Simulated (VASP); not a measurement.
# BiTe in VASP: settings compared

The runs below take BiTe through single point, with PBE+D3(BJ), LDA, PBE.

Program: VASP 6.6.1. These are calculated values, not measurements. Logs are shortened: lines on timing, memory, paths and dates and some standing lists are left out, and cuts for length are marked.

**1. The cell of the first run**

The structure is trigonal, space group R-3m (No. 166). The conventional cell has a = 4.845 Å, b = 4.845 Å, c = 9.952 Å, α = 90.00°, β = 90.00°, γ = 120.00°. Within 4.3 Å of Bi (site symmetry -3m) lie 6 Te at 3.25 Å. Within 4.3 Å of Te (site symmetry -3m) lie 6 Bi at 3.25 Å.

**2. Single point, PBE+D3(BJ)**

Contents of INCAR:

```
PREC = Accurate
ENCUT = 520
EDIFF = 1E-6
ISMEAR = -1
SIGMA = 0.2585199978643553
LREAL = F
LASPH = T
NELM = 80
ALGO = Normal
ISIF = 2
LWAVE = F
LCHARG = F
GGA = PE
IVDW = 12
NBANDS = 18
```

Contents of KPOINTS:

```
Automatic mesh
0
Gamma
  2 2 2
```

Contents of POSCAR:

```
BiTe
1.0
    2.4227077728      1.3987509848      3.3172919545
   -2.4227077728      1.3987509848      3.3172919545
    0.0000000000     -2.7975019696      3.3172919545
Bi Te
1 1
Direct
    0.5000000000      0.5000000000      0.5000000000
    0.0000000000      0.0000000000      0.0000000000
```

Potentials or basis: VASP PAW PBE potentials, release 64 (Bi_d, Te).

Command:

```sh
> cat potpaw_PBE.64/Bi_d/POTCAR potpaw_PBE.64/Te/POTCAR > POTCAR
> mpirun -np 1 vasp_std > vasp.out
```

OUTCAR:

```text
PREC = Accurate
   ENCUT = 520
   EDIFF = 1E-6
   ISMEAR = -1
   LREAL = F
   LASPH = T
   NELM = 80
   ISIF = 2
   GGA = PE
   IVDW = 12
 IVDW          = 12

 ion  position               nearest neighbor table
   1  0.500  0.500  0.500-   2 3.25   2 3.25   2 3.25   2 3.25   2 3.25   2 3.25
   2  0.000  0.000  0.000-   1 3.25   1 3.25   1 3.25   1 3.25   1 3.25   1 3.25

  LATTYP: Found a trigonal (rhomboedric) cell.
 ALAT       =     4.3394058558
 COS(alpha) =     0.3765932224

  Lattice vectors:

 A1 = (   2.4227077728,   1.3987509848,   3.3172919545)
 A2 = (  -2.4227077728,   1.3987509848,   3.3172919545)
 A3 = (   0.0000000000,  -2.7975019696,   3.3172919545)

Analysis of symmetry for initial positions (statically):
=====================================================================
 Subroutine PRICEL returns:
 Original cell was already a primitive cell.

 Routine SETGRP: Setting up the symmetry group for a
 trigonal (rhombohedral) supercell.

 Subroutine GETGRP returns: Found 12 space group operations
 (whereof 12 operations were pure point group operations)
 out of a pool of 12 trial point group operations.

The static configuration has the point symmetry D_3d.

Analysis of symmetry for dynamics (positions and initial velocities):
=====================================================================
 Subroutine PRICEL returns:
 Original cell was already a primitive cell.

 Routine SETGRP: Setting up the symmetry group for a
 trigonal (rhombohedral) supercell.

 Subroutine GETGRP returns: Found 12 space group operations
 (whereof 12 operations were pure point group operations)
 out of a pool of 12 trial point group operations.

The dynamic configuration has the point symmetry D_3d.

 Subroutine INISYM returns: Found 12 space group operations
 (whereof 12 operations are pure point group operations),
 and found     1 'primitive' translations

----------------------------------------------------------------------------------------

                                     Primitive cell

  volume of cell :      67.4491

  direct lattice vectors                    reciprocal lattice vectors
     2.422707773  1.398750985  3.317291954     0.206380648  0.119153923  0.100483568
    -2.422707773  1.398750985  3.317291954    -0.206380648  0.119153923  0.100483568
     0.000000000 -2.797501970  3.317291954     0.000000000 -0.238307845  0.100483568

  length of vectors
     4.339405856  4.339405856  4.339405856     0.258626326  0.258626326  0.258626326

  position of ions in fractional coordinates (direct lattice)
     0.500000000  0.500000000  0.500000000
     0.000000000  0.000000000  0.000000000

  ion indices of the primitive-cell ions
   primitive index   ion index
                 1           1
                 2           2

----------------------------------------------------------------------------------------

 KPOINTS: Automatic mesh

Automatic generation of k-mesh.
 Grid dimensions read from file:
 generate k-points for:    2    2    2

 Generating k-lattice:

  Cartesian coordinates                     Fractional coordinates (reciprocal lattice)
     0.103190324  0.059576961  0.050241784     0.500000000  0.000000000  0.000000000
    -0.103190324  0.059576961  0.050241784     0.000000000  0.500000000  0.000000000
     0.000000000 -0.119153923  0.050241784     0.000000000  0.000000000  0.500000000

  Length of vectors
     0.129313163  0.129313163  0.129313163

  Shift w.r.t. Gamma in fractional coordinates (k-lattice)
     0.000000000  0.000000000  0.000000000

 Subroutine IBZKPT returns following result:
 ===========================================

 Found      4 irreducible k-points:

 Following reciprocal coordinates:
            Coordinates               Weight
  0.000000  0.000000  0.000000      1.000000
  0.500000 -0.000000  0.000000      3.000000
  0.500000  0.500000  0.000000      3.000000
  0.500000  0.500000  0.500000      1.000000
   k-points           NKPTS =      4   k-points in BZ     NKDIM =      4   number of bands    NBANDS=     18
   number of dos      NEDOS =    301   number of ions     NIONS =      2
   total plane-waves  NPLWV =  32768
   dimension x,y,z NGX =    32 NGY =   32 NGZ =   32
   dimension x,y,z NGXF=    64 NGYF=   64 NGZF=   64
   ions per type =               1   1
   NGX,Y,Z   is equivalent  to a cutoff of  12.26, 12.26, 12.26 a.u.
   NGXF,Y,Z  is equivalent  to a cutoff of  24.52, 24.52, 24.52 a.u.
 SYSTEM =  unknown system
   PREC   = accura    normal or accurate (medium, high low for compatibility)
   ISTART =      0    job   : 0-new  1-cont  2-samecut
   ICHARG =      2    charge: 1-file 2-atom 10-const
   ISPIN  =      1    spin polarized calculation?
   LNONCOLLINEAR =      F non collinear calculations
   LSORBIT =      F    spin-orbit coupling
   LASPH  =      T    aspherical Exc in radial PAW
   ENCUT  =  520.0 eV  38.22 Ry    6.18 a.u.   8.07  8.07  8.07*2*pi/ulx,y,z
   NELM   =     80;   NELMIN=  2; NELMDL= -5     # of ELM steps
   EDIFF  = 0.1E-05   stopping-criterion for ELM
   LREAL  =      F    real-space projection
   EDIFFG = 0.1E-04   stopping-criterion for IOM
   NSW    =      0    number of steps for IOM
   IBRION =     -1    ionic relax: 0-MD 1-quasi-New 2-CG
   NFREE  =      0    steps in history (QN), initial steepest desc. (CG)
   ISIF   =      2    stress and relaxation
   ISYM   =      2    0-nonsym 1-usesym 2-fastsym
   POTIM  = 0.5000    time-step for ionic-motion
   TEBEG  =    0.0;   TEEND  =   0.0 temperature during run
   PSTRESS=    0.0 pullay stress
   NELECT =      21.0000    total number of electrons
   NUPDOWN=      -1.0000    fix difference up-down
   EMIN   =  10.00;   EMAX   =-10.00  energy-range for DOS
   EFERMI =   0.00;   METHOD = LEGACY
   ISMEAR =    -1;   SIGMA  =   0.26  broadening in eV -4-tet -1-fermi 0-gaus
   EFERMI_NEDOS =   21; number of points for ismear=-14 and -15
   IALGO  =     38    algorithm
   IMIX   =      4    mixing-type and parameters
     AMIX     =   0.40;   BMIX     =  1.00
     AMIX_MAG =   1.60;   BMIX_MAG =  1.00
  volume/ion in A,a.u.               =      33.72       227.58
  Fermi-wavevector in a.u.,A,eV,Ry     =   1.109573  2.096789 16.750837  1.231152
  Thomas-Fermi vector in A             =   2.246114
   LORBIT       =      0    0 simple, 1 ext, 2 COOP (PROOUT), +10 PAW based schemes
   GGA     = PE    functional components
   LHFCALC =     F    Hartree Fock is set to
   AEXX    =    0.0000 exact exchange contribution
   IVDW    =    12    specifies the selected vdW correction
   LEPSILON=     F    determine dielectric tensor
   LRPA    =     F    only Hartree local field effects (RPA)
 non-spin polarized calculation
  energy-cutoff  :      520.00
  volume of cell :       67.45
 maximum number of plane-waves:      1830
   NGX = 17   NGY = 17   NGZ = 17

 number of electron      20.9999996 magnetization

 Free energy of the ion-electron system (eV)
  ---------------------------------------------------
  ext. energy  EPLUGINS =         0.00000000
  ---------------------------------------------------
  free energy    TOTEN  =        -6.42325989 eV

  energy without entropy =       -5.87909579  energy(sigma->0) =       -6.15117784

 E-fermi :   5.8241     XC(G=0):  -9.4659

 val. band max:        5.7666545440   @ k =   0.5000  -0.0000   0.0000
 cond. band min:       6.0007889747   @ k =   0.5000  -0.0000   0.0000
 fundamental gap:      0.2341344307
 Fermi energy:         5.8240793838

 k-point     1 :       0.0000    0.0000    0.0000
  band No.  band energies     occupation
      1     -16.7574      2.00000
      2     -16.7574      2.00000
      3     -16.7417      2.00000
      4     -16.7417      2.00000
      5     -16.7295      2.00000
      6      -6.7780      2.00000
      7      -1.5639      2.00000
      8       3.8303      1.99911
      9       3.8303      1.99911
     10       5.1571      1.85913
     11       8.5161      0.00006
     12       9.1745      0.00000
     13       9.1745      0.00000
     14      10.7628      0.00000
     15      10.7628      0.00000
     16      12.9142      0.00000
     17      13.3304      0.00000
     18      13.5857      0.00000

 k-point     2 :       0.5000   -0.0000    0.0000
  band No.  band energies     occupation
      1     -16.7572      2.00000
      2     -16.7554      2.00000
      3     -16.7466      2.00000
      4     -16.7369      2.00000
      5     -16.7248      2.00000
      6      -4.7978      2.00000
      7      -4.7145      2.00000
      8       4.9555      1.93285
      9       4.9573      1.93239
     10       5.6837      1.26509
     11       5.7667      1.11061
     12       6.0008      0.67094
     13       6.9233      0.02807
     14      13.3849      0.00000
     15      13.5514      0.00000
     16      13.6390      0.00000
     17      14.5005      0.00000
     18      17.3507      0.00000

 k-point     3 :       0.5000    0.5000    0.0000
  band No.  band energies     occupation
      1     -16.7648      2.00000
      2     -16.7529      2.00000
      3     -16.7459      2.00000
      4     -16.7269      2.00000
      5     -16.7260      2.00000
      6      -4.9787      2.00000
      7      -3.2706      2.00000
      8       1.1069      2.00000
      9       2.2388      2.00000
     10       3.4317      1.99981
     11       9.0986      0.00001
     12       9.7561      0.00000
     13      10.2831      0.00000
     14      11.2837      0.00000
     15      14.9127      0.00000
     16      15.0724      0.00000
     17      16.8745      0.00000
     18      16.9384      0.00000

 k-point     4 :       0.5000    0.5000    0.5000
  band No.  band energies     occupation
      1     -16.7617      2.00000
      2     -16.7617      2.00000
      3     -16.7317      2.00000
      4     -16.7288      2.00000
      5     -16.7288      2.00000
      6      -4.3955      2.00000
      7      -4.3636      2.00000
      8       4.4575      1.98993
      9       4.4575      1.98993
     10       4.5277      1.98680
     11       5.0834      1.89219
     12       5.3414      1.73223
     13       5.3414      1.73223
     14      14.7067      0.00000
     15      15.2021      0.00000
     16      15.7687      0.00000
     17      15.7687      0.00000
     18      16.7166      0.00000

------------------------ aborting loop because EDIFF is reached ----------------------------------------

 Edisp (eV)   -0.90688

 E8    (eV) :    -0.4338

  FORCE on cell =-STRESS in cart. coord.  units (eV):
  Direction    XX          YY          ZZ          XY          YZ          ZX
  --------------------------------------------------------------------------------------
  -------------------------------------------------------------------------------------
  Total       1.60753     1.60753    -1.47528     0.00000     0.00000     0.00000
  in kB      38.18508    38.18508   -35.04352     0.00000     0.00000     0.00000
  external pressure =       13.78 kB  Pullay stress =        0.00 kB

 VOLUME and BASIS-vectors are now :
 -----------------------------------------------------------------------------
  energy-cutoff  :      520.00
  volume of cell :       67.45
      direct lattice vectors                 reciprocal lattice vectors
     2.422707773  1.398750985  3.317291954     0.206380648  0.119153923  0.100483568
    -2.422707773  1.398750985  3.317291954    -0.206380648  0.119153923  0.100483568
     0.000000000 -2.797501970  3.317291954     0.000000000 -0.238307845  0.100483568

 POSITION                                       TOTAL-FORCE (eV/Angst)
 -----------------------------------------------------------------------------------
      0.00000      0.00000      4.97594         0.000000      0.000000     -0.000000
      0.00000      0.00000      0.00000        -0.000000     -0.000000      0.000000
 -----------------------------------------------------------------------------------
    total drift:                               -0.000000      0.000000     -0.000000

  FREE ENERGIE OF THE ION-ELECTRON SYSTEM (eV)
  ---------------------------------------------------
  free  energy   TOTEN  =        -7.3301412044 eV

  energy  without entropy=       -6.7859771127  energy(sigma->0) =       -7.05805916
```

Run time: 5.9 s. Hardware: 1 thread of Intel Xeon 6975P-C, shared host; peak memory 0.18 GiB.

Results:

- Free energy: -7.3301 eV
- Pressure: 1.4 GPa
- Dispersion energy per atom: -0.453 eV

Caveat: the k points lie up to 0.81 Å⁻¹ apart; spin-orbit coupling is left out, which moves the levels of the heavy elements; pairwise dispersion overbinds metals, which lowers pressure and volume.

[end of part 1 of 2]
